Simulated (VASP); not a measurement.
# LiF (I4/mmm) in VASP: notebook

Runs on LiF. Level: r2SCAN. Tasks: single point.

All numbers are computed with VASP 6.6.1; they aren't measurements. Logs are shortened: lines on timing, memory, paths and dates and some standing lists are left out, and cuts for length are marked.

**1. The cell of the first run**

The structure is tetragonal, space group I4/mmm (No. 139). The conventional cell has a = 2.765 Å, b = 2.765 Å, c = 4.038 Å, α = 90.00°, β = 90.00°, γ = 90.00°. Li (site symmetry 4/mmm) has 6 F at 1.96 to 2.02 Å within 2.6 Å. Within 2.6 Å of F (site symmetry 4/mmm) lie 6 Li at 1.96 to 2.02 Å.

**2. Single point, r2SCAN (in-plane strain -0.02)**

File POSCAR:

```
LiF
1.0
    1.9550002682      1.9550002682      0.0000000000
   -1.9550002682      1.9550002682      0.0000000000
    0.0000000000      1.9550002682      2.0188370116
Li F
1 1
Direct
    0.0000000000      0.0000000000      0.0000000000
    0.5000000000      0.5000000000      0.0000000000
```

File INCAR.step1:

```
SYSTEM = LiF
PREC     = Accurate       ! precision mode
ENCUT    = 520            ! plane-wave cutoff, eV
ISMEAR   = 0              ! smearing method
SIGMA    = 0.01           ! smearing width, eV
LREAL    = .False.        ! projectors in reciprocal space
LASPH    = .True.         ! aspherical terms in the spheres
NELM     = 60             ! most SCF steps
NBANDS   = 12             ! bands
GGA      = PE             ! functional
ALGO     = Normal         ! electronic algorithm
EDIFF    = 1E-4           ! SCF threshold, eV
LWAVE    = .True.         ! write WAVECAR
LCHARG   = .False.        ! write CHGCAR
```

File INCAR.step2:

```
SYSTEM = LiF
PREC     = Accurate       ! precision mode
ENCUT    = 520            ! plane-wave cutoff, eV
EDIFF    = 1E-7           ! SCF threshold, eV
ISMEAR   = 0              ! smearing method
SIGMA    = 0.01           ! smearing width, eV
LREAL    = .False.        ! projectors in reciprocal space
LASPH    = .True.         ! aspherical terms in the spheres
NELM     = 60             ! most SCF steps
ALGO     = Normal         ! electronic algorithm
ISIF     = 2              ! what is computed and relaxed
LWAVE    = .False.        ! write WAVECAR
LCHARG   = .False.        ! write CHGCAR
METAGGA  = R2SCAN         ! meta-GGA
LMIXTAU  = .True.       
NBANDS   = 12             ! bands
ISTART   = 1
```

File KPOINTS:

```
regular mesh
0
Gamma
  10 10 10
  0 0 0
```

Potentials or basis: VASP PAW PBE potentials, release 64 (Li_sv, F).

Launch:

```bash
$ cat potpaw_PBE.64/Li_sv/POTCAR potpaw_PBE.64/F/POTCAR > POTCAR
$ cp INCAR.step1 INCAR
$ mpirun -np 1 vasp_std > vasp.out
$ cp INCAR.step2 INCAR
$ mpirun -np 1 vasp_std > vasp.out
```

OUTCAR:

```text
SYSTEM = LiF
   PREC = Accurate
   ENCUT = 520
   EDIFF = 1E-7
   ISMEAR = 0
   LREAL = .False.
   LASPH = .True.
   NELM = 60
   ISIF = 2
   METAGGA = R2SCAN
   ISTART = 1

 ion  position               nearest neighbor table
   1  0.000  0.000  0.000-   2 1.96   2 1.96   2 1.96   2 1.96   2 2.02   2 2.02
   2  0.500  0.500  0.000-   1 1.96   1 1.96   1 1.96   1 1.96   1 2.02   1 2.02

  LATTYP: Found a body centered tetragonal cell.
 ALAT       =     2.7647878937
 C/A-ratio  =     1.4603919644

  Lattice vectors:

 A1 = (   1.9550002682,   0.0000000000,  -2.0188370116)
 A2 = (  -1.9550002682,   0.0000000000,  -2.0188370116)
 A3 = (   0.0000000000,   1.9550002682,   2.0188370116)

Analysis of symmetry for initial positions (statically):
=====================================================================
 Subroutine PRICEL returns:
 Original cell was already a primitive cell.

 Routine SETGRP: Setting up the symmetry group for a
 body centered tetragonal supercell.

 Subroutine GETGRP returns: Found 16 space group operations
 (whereof 16 operations were pure point group operations)
 out of a pool of 16 trial point group operations.

The static configuration has the point symmetry D_4h.

Analysis of symmetry for dynamics (positions and initial velocities):
=====================================================================
 Subroutine PRICEL returns:
 Original cell was already a primitive cell.

 Routine SETGRP: Setting up the symmetry group for a
 body centered tetragonal supercell.

 Subroutine GETGRP returns: Found 16 space group operations
 (whereof 16 operations were pure point group operations)
 out of a pool of 16 trial point group operations.

The dynamic configuration has the point symmetry D_4h.

 Subroutine INISYM returns: Found 16 space group operations
 (whereof 16 operations are pure point group operations),
 and found     1 'primitive' translations

----------------------------------------------------------------------------------------

                                     Primitive cell

  volume of cell :      15.4321

  direct lattice vectors                    reciprocal lattice vectors
     1.955000268  1.955000268  0.000000000     0.255754441  0.255754441 -0.247667344
    -1.955000268  1.955000268  0.000000000    -0.255754441  0.255754441 -0.247667344
     0.000000000  1.955000268  2.018837012     0.000000000  0.000000000  0.495334687

  length of vectors
     2.764787894  2.764787894  2.810289830     0.438360332  0.438360332  0.495334687

  position of ions in fractional coordinates (direct lattice)
     0.000000000  0.000000000  0.000000000
     0.500000000  0.500000000  0.000000000
[... 84 lines left out ...]
   ISYM   =      2    0-nonsym 1-usesym 2-fastsym
   POTIM  = 0.5000    time-step for ionic-motion
   TEBEG  =    0.0;   TEEND  =   0.0 temperature during run
   PSTRESS=    0.0 pullay stress
   NELECT =      10.0000    total number of electrons
   NUPDOWN=      -1.0000    fix difference up-down
   EMIN   =  10.00;   EMAX   =-10.00  energy-range for DOS
   EFERMI =   0.00;   METHOD = LEGACY
   ISMEAR =     0;   SIGMA  =   0.01  broadening in eV -4-tet -1-fermi 0-gaus
   EFERMI_NEDOS =   21; number of points for ismear=-14 and -15
   IALGO  =     38    algorithm
   IMIX   =      4    mixing-type and parameters
     AMIX     =   0.40;   BMIX     =  1.00
     AMIX_MAG =   1.60;   BMIX_MAG =  1.00
  volume/ion in A,a.u.               =       7.72        52.07
  Fermi-wavevector in a.u.,A,eV,Ry     =   1.416663  2.677105 27.305993  2.006934
  Thomas-Fermi vector in A             =   2.537974
   LORBIT       =      0    0 simple, 1 ext, 2 COOP (PROOUT), +10 PAW based schemes
   METAGGA = R2SCAN    functional components
   LHFCALC =     F    Hartree Fock is set to
   AEXX    =    0.0000 exact exchange contribution
   IVDW    =     0    specifies the selected vdW correction
   LEPSILON=     F    determine dielectric tensor
   LRPA    =     F    only Hartree local field effects (RPA)
 non-spin polarized calculation
 Gauss-broadening in eV      SIGMA  =   0.01
  energy-cutoff  :      520.00
  volume of cell :       15.43
 maximum number of plane-waves:       431
 NGX is ok and might be reduce to    24
   NGX = 11   NGY = 11   NGZ = 11

 number of electron      10.0000000 magnetization

 Free energy of the ion-electron system (eV)
  ---------------------------------------------------
  ext. energy  EPLUGINS =         0.00000000
  ---------------------------------------------------
  free energy    TOTEN  =       -11.89642481 eV

  energy without entropy =      -11.89642481  energy(sigma->0) =      -11.89642481

 E-fermi :  -1.1035     XC(G=0): -10.8495

 val. band max:       -1.2394742054   @ k =   0.0000   0.0000   0.0000
 cond. band min:       9.5460999310   @ k =   0.0000   0.0000   0.0000
 fundamental gap:     10.7855741364
 Fermi energy:        -1.1034773010

 k-point     1 :       0.0000    0.0000    0.0000
  band No.  band energies     occupation
      1     -43.2425      2.00000
      2     -22.5406      2.00000
      3      -1.3104      2.00000
      4      -1.3104      2.00000
      5      -1.2395      2.00000
      6       9.5461      0.00000
      7      24.6039      0.00000
      8      24.8809      0.00000
      9      24.8810      0.00000
     10      25.0431      0.00000
     11      25.9302      0.00000
     12      25.9304      0.00000
[... 331 lines left out ...]
 k-point    24 :       0.4000    0.3000   -0.0000
  band No.  band energies     occupation
      1     -43.1532      2.00000
      2     -21.8717      2.00000
      3      -3.8084      2.00000
      4      -3.0001      2.00000
      5      -2.0039      2.00000
      6      13.8792      0.00000
      7      15.8267      0.00000
      8      19.9320      0.00000
      9      20.3341      0.00000
     10      25.4695      0.00000
     11      33.6740      0.00000
     12      34.9878      0.00000

 [... further k-points ...]
[... 5 lines left out ...]
  --------------------------------------------------------------------------------------
  -------------------------------------------------------------------------------------
  Total        0.2918550      0.2918550     -0.0567556      0.0000000      0.0000000      0.0000000
  in kB       30.3007077     30.3007077     -5.8924277      0.0000000      0.0000000      0.0000000
  external PRESSURE =      18.2363292 kB  Pullay stress =       0.0000000 kB

 VOLUME and BASIS-vectors are now :
 -----------------------------------------------------------------------------
  energy-cutoff  :      520.00
  volume of cell :       15.43
      direct lattice vectors                 reciprocal lattice vectors
     1.955000268  1.955000268  0.000000000     0.255754441  0.255754441 -0.247667344
    -1.955000268  1.955000268  0.000000000    -0.255754441  0.255754441 -0.247667344
     0.000000000  1.955000268  2.018837012     0.000000000  0.000000000  0.495334687

 POSITION                                       TOTAL-FORCE (eV/Angst)
 -----------------------------------------------------------------------------------
      0.00000      0.00000      0.00000         0.000000      0.000000      0.000000
      0.00000      1.95500      0.00000        -0.000000      0.000000      0.000000
 -----------------------------------------------------------------------------------
    total drift:                                0.000000     -0.000000     -0.000000

  FREE ENERGIE OF THE ION-ELECTRON SYSTEM (eV)
  ---------------------------------------------------
  free  energy   TOTEN  =       -11.8964248148 eV

  energy  without entropy=      -11.8964248148  energy(sigma->0) =      -11.89642481
```

OSZICAR.step1:

```text
N       E                     dE             d eps       ncg     rms          rms(c)
DAV:   1     0.308533938867E+02    0.30853E+02   -0.55568E+03  2536   0.863E+02
DAV:   2    -0.908418482277E+01   -0.39938E+02   -0.39110E+02  2928   0.192E+02
DAV:   3    -0.101115238095E+02   -0.10273E+01   -0.10246E+01  3240   0.267E+01
DAV:   4    -0.101216378449E+02   -0.10114E-01   -0.10114E-01  2744   0.279E+00
DAV:   5    -0.101217565584E+02   -0.11871E-03   -0.11871E-03  3184   0.217E-01    0.455E+00
DAV:   6    -0.959748827382E+01    0.52427E+00   -0.24203E+00  2776   0.982E+00    0.135E+00
DAV:   7    -0.960184212215E+01   -0.43538E-02   -0.20514E-02  3236   0.126E+00    0.851E-01
DAV:   8    -0.960840451464E+01   -0.65624E-02   -0.14165E-02  2996   0.124E+00    0.108E-01
DAV:   9    -0.960841587421E+01   -0.11360E-04   -0.92678E-04  2800   0.276E-01
   1 F= -.96084159E+01 E0= -.96084159E+01  d E =0.000000E+00
```

Wall time 1.9 min (1 thread of Intel Xeon 8259CL, shared host); peak memory 0.15 GiB.

What came out:

| Property | Result |
| --- | --- |
| Free energy | -11.8964 eV |
| Band gap on the k mesh | 10.79 eV |

Levels at points of the mesh, in eV from the valence-band top:
```
           k point  band 1  band 2  band 3  band 4  band 5  band 6  band 7  band 8  band 9  band 10
(0.00, 0.00, 0.00)  -42.00  -21.30   -0.07   -0.07    0.00   10.79   25.84   26.12   26.12    26.28
(0.50, 0.00, 0.00)  -41.93  -20.85   -2.71   -0.35   -0.27   12.11   18.81   20.57   21.21    33.04
(0.50, 0.50, 0.00)  -41.91  -20.53   -3.29   -1.28   -1.07   16.82   17.54   19.84   22.17    22.75
(0.00, 0.00, 0.50)  -41.92  -20.57   -3.32   -1.07   -1.07   16.18   18.00   19.85   22.96    22.96
```

Caveat: the cell differs from its parent crystal (in-plane strain -0.02); the cutoff is under 1.25 times the usual one of these potentials, so pressure, stress and relaxed cells hold a basis-set (Pulay) error; the PAW data sets were made with another functional, which shifts forces and pressure a little.

**3. Single point, r2SCAN (film at in-plane strain -0.02)**

POSCAR, as its differences from that of step 2:

```diff
@@ -4,3 +4,3 @@
    -1.9550002682      1.9550002682      0.0000000000
-    0.0000000000      1.9550002682      2.0188370116
+    0.0000000000      1.9550002682      2.0237158161
 Li F
```

File INCAR.step1:

```
SYSTEM = LiF
  ALGO = Normal
  EDIFF = 1E-4
  ENCUT = 520
  GGA = PE
  ISMEAR = 0
  LASPH = .TRUE.
  LCHARG = .FALSE.
  LREAL = .FALSE.
  LWAVE = .TRUE.
  NBANDS = 12
  NELM = 80
  PREC = Accurate
  SIGMA = 0.01
```

File INCAR.step2:

```
SYSTEM = LiF
  ALGO = Normal
  EDIFF = 1E-6
  ENCUT = 520
  ISIF = 2
  ISMEAR = 0
  ISTART = 1
  LASPH = .TRUE.
  LCHARG = .FALSE.
  LMIXTAU = .TRUE.
  LREAL = .FALSE.
  LWAVE = .FALSE.
  METAGGA = R2SCAN
  NBANDS = 12
  NELM = 80
  PREC = Accurate
  SIGMA = 0.01
```

File KPOINTS:

```
k-points
0
G
  10 10 10
  0 0 0
```

Potentials or basis: VASP PAW PBE potentials, release 64 (Li_sv, F).

Launch:

```bash
$ cat potpaw_PBE.64/Li_sv/POTCAR potpaw_PBE.64/F/POTCAR > POTCAR
$ cp INCAR.step1 INCAR
$ mpirun -np 1 vasp_std > vasp.out
$ cp INCAR.step2 INCAR
$ mpirun -np 1 vasp_std > vasp.out
```

Wall time 1.8 min (1 thread of Intel Xeon 8259CL, shared host); peak memory 0.15 GiB.

It converged, with:

| Item | Value |
| --- | --- |
| Free energy | -11.8964 eV |
| Band gap on the k mesh | 10.76 eV |

Levels at points of the mesh, in eV from the valence-band top:
| k point | band 2 | band 3 | band 4 | band 5 | band 6 | band 7 | band 8 | band 9 |
| --- | --- | --- | --- | --- | --- | --- | --- | --- |
| (0.00, 0.00, 0.00) | -21.30 | -0.08 | -0.08 | 0.00 | 10.76 | 25.80 | 26.10 | 26.10 |
| (0.50, 0.00, 0.00) | -20.85 | -2.70 | -0.35 | -0.27 | 12.10 | 18.78 | 20.53 | 21.21 |
| (0.50, 0.50, 0.00) | -20.53 | -3.28 | -1.29 | -1.06 | 16.80 | 17.51 | 19.81 | 22.10 |
| (0.00, 0.00, 0.50) | -20.58 | -3.32 | -1.07 | -1.07 | 16.13 | 18.01 | 19.81 | 22.95 |

Caveat: the cell differs from its parent crystal (film at in-plane strain -0.02); the cutoff is under 1.25 times the usual one of these potentials, so pressure, stress and relaxed cells hold a basis-set (Pulay) error; the PAW data sets were made with another functional, which shifts forces and pressure a little. A k mesh can miss the band edges.
